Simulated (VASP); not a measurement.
# AlN (Pm) in VASP: further runs, part 2 of 2

VASP 6.6.1. Earlier steps stand in the parts before.

## Step 4: Single point, LDA (atom 1 (Al) moved by -0.620 Å along [1 0 0] and +0.124 Å along [1 2 0])

Contents of INCAR:

```
PREC = Accurate
ENCUT = 520
EDIFF = 1E-6
ISMEAR = 0
SIGMA = 0.05
LREAL = F
LASPH = T
NELM = 60
ALGO = Normal
ISIF = 2
LWAVE = F
LCHARG = F
GGA = CA
NBANDS = 26
```

Contents of KPOINTS:

```
Automatic mesh
0
Gamma
  8 6 4
```

Contents of POSCAR:

```
AlN
1.0
   -1.6378403119      2.8368226349      0.0000000000
    0.0000000000      0.0000000000      4.1006264518
    4.9135209358      2.8368226349      0.0000000000
Al N
4 4
Direct
    0.6274199771      0.7500000000      0.0829575647
    1.0000000000      0.7500000000      0.6666666667
    0.0000000000      0.2500000000      0.3333333333
    0.5000000000      0.2500000000      0.8333333333
    0.5000000000      0.2500000000      0.1666666667
    1.0000000000      0.2500000000      0.6666666667
    0.0000000000      0.7500000000      0.3333333333
    0.5000000000      0.7500000000      0.8333333333
```

Potentials or basis: VASP PAW LDA potentials, release 64 (Al, N).

Command:

```sh
$ cat potpaw_LDA.64/Al/POTCAR potpaw_LDA.64/N/POTCAR > POTCAR
$ mpirun -np 1 vasp_std > vasp.out
```

OUTCAR:

```text
PREC = Accurate
   ENCUT = 520
   EDIFF = 1E-6
   ISMEAR = 0
   LREAL = F
   LASPH = T
   NELM = 60
   ISIF = 2
   GGA = CA

 ion  position               nearest neighbor table
   1  0.627  0.750  0.083-   8 1.48   7 1.87   5 2.15   5 2.15   7 2.50   4 2.53   4 2.53   2 2.66
                             3 2.78   3 2.78   2 3.13   3 3.23   3 3.23
   2  0.000  0.750  0.667-   8 1.89   8 1.89   7 1.89   6 2.05   6 2.05   1 2.66   4 2.79   4 2.79
                             4 2.79   4 2.79   3 2.79   3 2.79   1 3.13
   3  0.000  0.250  0.333-   5 1.89   5 1.89   6 1.89   7 2.05   7 2.05   1 2.78   1 2.78   2 2.79
                             2 2.79   1 3.23   1 3.23   4 3.28   4 3.28   4 3.28   4 3.28
   4  0.500  0.250  0.833-   6 1.89   6 1.89   5 1.89   8 2.05   8 2.05   1 2.53   1 2.53   2 2.79
                             2 2.79   2 2.79   2 2.79   3 3.28   3 3.28   3 3.28   3 3.28
   5  0.500  0.250  0.167-   3 1.89   3 1.89   4 1.89   1 2.15   1 2.15
   6  0.000  0.250  0.667-   4 1.89   4 1.89   3 1.89   2 2.05   2 2.05
   7  0.000  0.750  0.333-   1 1.87   2 1.89   3 2.05   3 2.05   1 2.50
   8  0.500  0.750  0.833-   1 1.48   2 1.89   2 1.89   4 2.05   4 2.05

  LATTYP: Found a simple orthorhombic cell.
 ALAT       =     3.2756806238
 B/A-ratio  =     1.2518395176
 C/A-ratio  =     1.7320508076

  Lattice vectors:

[... 196 lines left out ...]
 fundamental gap:      1.8803991712
 Fermi energy:         8.6178603717

 k-point     1 :       0.0000    0.0000    0.0000
  band No.  band energies     occupation
      1      -9.4503      2.00000
      2      -6.5577      2.00000
      3      -6.2020      2.00000
      4      -4.1972      2.00000
      5       0.4709      2.00000
      6       1.4074      2.00000
[... 685 lines left out ...]
     25      17.7162      0.00000
     26      18.4128      0.00000

 [... further k-points ...]
[... 5 lines left out ...]
  --------------------------------------------------------------------------------------
  -------------------------------------------------------------------------------------
  Total        9.8565489     11.4751237      0.8029367     10.8822185      0.0000000      0.0000000
  in kB      207.2151580    241.2426094     16.8802142    228.7779087      0.0000000      0.0000000
  external PRESSURE =     155.1126605 kB  Pullay stress =       0.0000000 kB

 VOLUME and BASIS-vectors are now :
 -----------------------------------------------------------------------------
  energy-cutoff  :      520.00
  volume of cell :       76.21
      direct lattice vectors                 reciprocal lattice vectors
    -1.637840312  2.836822635  0.000000000    -0.152640033  0.264380293  0.000000000
     0.000000000  0.000000000  4.100626452     0.000000000  0.000000000  0.243865178
     4.913520936  2.836822635  0.000000000     0.152640033  0.088126764  0.000000000

 POSITION                                       TOTAL-FORCE (eV/Angst)
 -----------------------------------------------------------------------------------
     -0.62000      2.01522      3.07547        15.988780     11.166981      0.000000
      3.27568      1.89122      3.07547        -2.934653     -1.274533      0.000000
      1.63784      0.94561      1.02516        -0.601076      0.149557      0.000000
      3.27568      3.78243      1.02516        -0.006096     -0.692938      0.000000
      0.00000      1.89122      1.02516        -2.514628     -0.226668      0.000000
      3.27568      1.89122      1.02516         0.967110      0.605217      0.000000
      1.63784      0.94561      3.07547        -0.538116      0.072774      0.000000
      3.27568      3.78243      3.07547       -10.361320     -9.800390      0.000000
 -----------------------------------------------------------------------------------
    total drift:                               -0.000460     -0.000237     -0.000000

  FREE ENERGIE OF THE ION-ELECTRON SYSTEM (eV)
  ---------------------------------------------------
  free  energy   TOTEN  =       -60.8735512877 eV

  energy  without entropy=      -60.8735512877  energy(sigma->0) =      -60.87355129
```

Run time: 76 s. Hardware: 1 thread of Intel Xeon Platinum 8259CL at 2.50GHz (Skylake/Cascade Lake), shared host; peak memory 0.22 GiB.

Results:

- Free energy: -60.8736 eV
- Pressure: 15.5 GPa
- Largest force: 19.502 eV/Å
- Band gap on the k mesh: 1.88 eV, indirect (least direct gap 1.95 eV)

Forces in eV/Å, atoms in the order of the input:
```
Al   15.989  11.167   0.000
Al   -2.935  -1.275   0.000
Al   -0.601   0.150   0.000
Al   -0.006  -0.693   0.000
N    -2.515  -0.227   0.000
N     0.967   0.605   0.000
N    -0.538   0.073   0.000
N   -10.361  -9.800   0.000
```

Caveat: the cell differs from its parent crystal (atom 1 (Al) moved by -0.620 Å along [1 0 0] and +0.124 Å along [1 2 0]); forces of over 1 eV/Å act on the atoms, so gaps and moduli don't describe the material at rest. A k mesh can miss the band edges.

## Step 5: Single point, LDA (atom 1 (Al) moved by +0.124 Å along [1 0 0] and -0.124 Å along [1 2 0])

Contents of INCAR:

```
PREC = Accurate ; ENCUT = 520
EDIFF = 1E-7 ; ISMEAR = 0
SIGMA = 0.05 ; LREAL = F
LASPH = T ; NELM = 60
ALGO = Normal ; ISIF = 2
LWAVE = F ; LCHARG = T
LELF = T ; LVHAR = T
NBANDS = 26
```

KPOINTS is that of step 4.

Edit POSCAR of step 4 so:

```diff
@@ -8,3 +8,3 @@
 Direct
-    0.6274199771      0.7500000000      0.0829575647
+    0.4482894795      0.7500000000      0.1746663121
     1.0000000000      0.7500000000      0.6666666667
```

Potentials or basis: VASP PAW LDA potentials, release 64 (Al, N).

Command:

```sh
$ cat potpaw_LDA.64/Al/POTCAR potpaw_LDA.64/N/POTCAR > POTCAR
$ mpirun -np 1 vasp_std > vasp.out
```

OUTCAR:

```text
PREC = Accurate
   ENCUT = 520
   EDIFF = 1E-7
   ISMEAR = 0
   LREAL = F
   LASPH = T
   NELM = 60
   ISIF = 2

 ion  position               nearest neighbor table
   1  0.448  0.750  0.175-   7 1.72   8 1.94   7 2.02   5 2.06   5 2.06   3 2.68   3 2.68   4 2.83
                             4 2.83   3 2.88   3 2.88   2 3.15   2 3.23   2 3.33
   2  0.000  0.750  0.667-   8 1.89   8 1.89   7 1.89   6 2.05   6 2.05   4 2.79   4 2.79   4 2.79
                             4 2.79   3 2.79   3 2.79   1 3.15   1 3.23   1 3.33
   3  0.000  0.250  0.333-   5 1.89   5 1.89   6 1.89   7 2.05   7 2.05   1 2.68   1 2.68   2 2.79
[... 919 lines left out ...]
  in kB       66.5372333     -4.3130012      5.4491731    -42.7108772      0.0000000      0.0000000
  external PRESSURE =      22.5578017 kB  Pullay stress =       0.0000000 kB

 VOLUME and BASIS-vectors are now :
 -----------------------------------------------------------------------------
  energy-cutoff  :      520.00
  volume of cell :       76.21
      direct lattice vectors                 reciprocal lattice vectors
    -1.637840312  2.836822635  0.000000000    -0.152640033  0.264380293  0.000000000
     0.000000000  0.000000000  4.100626452     0.000000000  0.000000000  0.243865178
     4.913520936  2.836822635  0.000000000     0.152640033  0.088126764  0.000000000

 POSITION                                       TOTAL-FORCE (eV/Angst)
 -----------------------------------------------------------------------------------
      0.12400      1.76722      3.07547        -3.536046      2.338164      0.000000
      3.27568      1.89122      3.07547         0.220611      0.039816      0.000000
      1.63784      0.94561      1.02516         0.273092     -0.333399      0.000000
      3.27568      3.78243      1.02516         0.004308      0.125374      0.000000
      0.00000      1.89122      1.02516         0.377952     -0.224740      0.000000
      3.27568      1.89122      1.02516        -0.092110     -0.078638      0.000000
      1.63784      0.94561      3.07547         2.330633     -1.818054      0.000000
      3.27568      3.78243      3.07547         0.421559     -0.048523      0.000000
 -----------------------------------------------------------------------------------
    total drift:                               -0.000074      0.000054     -0.000000

  FREE ENERGIE OF THE ION-ELECTRON SYSTEM (eV)
  ---------------------------------------------------
  free  energy   TOTEN  =       -64.6313601205 eV

  energy  without entropy=      -64.6313601205  energy(sigma->0) =      -64.63136012
```

OSZICAR:

```text
N       E                     dE             d eps       ncg     rms          rms(c)
DAV:   1     0.105288519855E+03    0.10529E+03   -0.15015E+04  3752   0.112E+03
DAV:   2    -0.661363514340E+02   -0.17142E+03   -0.15986E+03  5010   0.223E+02
DAV:   3    -0.745822535793E+02   -0.84459E+01   -0.83984E+01  5034   0.503E+01
DAV:   4    -0.746487162081E+02   -0.66463E-01   -0.66419E-01  4536   0.510E+00
DAV:   5    -0.746495531733E+02   -0.83697E-03   -0.83676E-03  4896   0.562E-01    0.172E+01
DAV:   6    -0.648989008552E+02    0.97507E+01   -0.30703E+01  4656   0.287E+01    0.600E+00
DAV:   7    -0.647544034141E+02    0.14450E+00   -0.14719E+00  4670   0.572E+00    0.393E+00
DAV:   8    -0.646412444010E+02    0.11316E+00   -0.19020E-01  4518   0.280E+00    0.535E-01
DAV:   9    -0.646311857848E+02    0.10059E-01   -0.29036E-02  4888   0.881E-01    0.305E-01
DAV:  10    -0.646314797473E+02   -0.29396E-03   -0.21191E-03  4338   0.258E-01    0.121E-01
DAV:  11    -0.646313573793E+02    0.12237E-03   -0.36518E-04  4614   0.130E-01    0.261E-02
DAV:  12    -0.646313613125E+02   -0.39332E-05   -0.23477E-05  4700   0.293E-02    0.171E-02
DAV:  13    -0.646313602691E+02    0.10435E-05   -0.32049E-06  4812   0.118E-02    0.753E-03
DAV:  14    -0.646313601504E+02    0.11863E-06   -0.47734E-07  4304   0.442E-03    0.277E-03
DAV:  15    -0.646313601205E+02    0.29910E-07   -0.19710E-07  2892   0.256E-03
   1 F= -.64631360E+02 E0= -.64631360E+02  d E =-.216966E-16
```

stdout:

```text
POSCAR found type information on POSCAR AlN
 POSCAR found :  2 types and       8 ions
 scaLAPACK will be used
 LDA part: xc-table for (Slater(with rela. corr.)+CA(PZ))
 , standard interpolation
 POSCAR, INCAR and KPOINTS ok, starting setup
 FFT: planning ... GRIDC
 FFT: planning ... GRID_SOFT
 FFT: planning ... GRID
 WAVECAR not read
 entering main loop
```

It took 92 s on 1 thread of Intel Xeon Platinum 8259CL at 2.50GHz (Skylake/Cascade Lake), shared host; peak memory 0.22 GiB.

Results:

| Item | Value |
| --- | --- |
| Free energy | -64.6314 eV |
| Pressure | 2.3 GPa |
| Largest force | 4.239 eV/Å |
| Band gap on the k mesh | 3.59 eV, direct |

Forces in eV/Å, atoms in the order of the input:
```
Al  -3.536  2.338  0.000
Al   0.221  0.040  0.000
Al   0.273 -0.333  0.000
Al   0.004  0.125  0.000
N    0.378 -0.225  0.000
N   -0.092 -0.079  0.000
N    2.331 -1.818  0.000
N    0.422 -0.049  0.000
```

Levels at points of the mesh, in eV from the valence-band top:
```
           k point  band 12  band 13  band 14  band 15  band 16  band 17  band 18  band 19  band 20  band 21
(0.00, 0.00, 0.00)    -2.99    -1.73    -1.56    -1.38     0.00     3.59     3.82     4.58     7.18     7.40
(0.50, 0.00, 0.00)    -3.68    -2.90    -2.68    -2.19    -2.10     5.57     5.73     5.74     5.91     8.00
(0.00, 0.50, 0.00)    -2.55    -2.54    -2.35    -1.80    -1.77     5.14     5.14     5.84     5.87     8.27
(0.50, 0.50, 0.00)    -4.55    -1.14    -1.03    -1.01    -0.96     5.98     6.11     6.21     6.35     9.07
(0.00, 0.00, 0.50)    -3.12    -1.53    -1.33    -1.23    -1.09     4.74     4.83     6.35     6.40     7.84
(0.50, 0.00, 0.50)    -4.20    -3.13    -2.92    -1.49    -1.29     3.81     3.88     7.16     7.28     7.43
(0.00, 0.50, 0.50)    -2.84    -2.00    -1.95    -1.83    -1.81     5.33     5.38     5.45     5.50     9.09
(0.50, 0.50, 0.50)    -3.16    -1.90    -1.80    -1.72    -1.69     5.04     5.09     5.18     5.23     9.51
```

Caveat: the cell differs from its parent crystal (atom 1 (Al) moved by +0.124 Å along [1 0 0] and -0.124 Å along [1 2 0]); forces of over 1 eV/Å act on the atoms, so gaps and moduli don't describe the material at rest. A k mesh can miss the band edges.
